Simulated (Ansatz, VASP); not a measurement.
# WC in VASP and in Ansatz

```
CELL_PARAMETERS angstrom
2.90650 0.00000 0.00000
-1.45325 2.51710 0.00000
0.00000 0.00000 2.83660
ATOMIC_POSITIONS crystal
W 0.00000 0.00000 0.00000
C 0.66667 0.33333 0.50000
```

Alike in both runs: task relaxation of cell and atoms; functional PBE; k mesh 10 × 10 × 9; occupations fermi-dirac, width 0.05 eV; no spin polarisation; Hubbard terms W d U = 2.0 eV.

```csv
,VASP,Ansatz
version,VASP 6.6.1,Ansatz 0.2.0
potentials or method,"VASP PAW PBE potentials, release 64 (W_sv, C)",Ansatz PAW
plane-wave cutoff (eV),600,420
valence electrons in the cell,18,18
```

|  | VASP | Ansatz | Ansatz less VASP |
| --- | --- | --- | --- |
| gap on the k mesh at the Fermi level, each at its own relaxed structure (eV) | none | none | - |
| relaxed volume (Å³/atom) | 10.66 | 10.53 | -0.132 |
| relaxed cell length with the largest relative difference (Å) | 2.859 | 2.845 | -0.0136 |

The programs project onto different local orbitals, so the same U acts differently, and such runs can settle in different states. A gap of «none» marks a metal or a gap that the smearing closes.

Neither program's run includes spin-orbit coupling. Noted on Ansatz's run: the plane-wave basis is chosen anew once the cell has moved, so the energies of steps on either side of that aren't comparable.
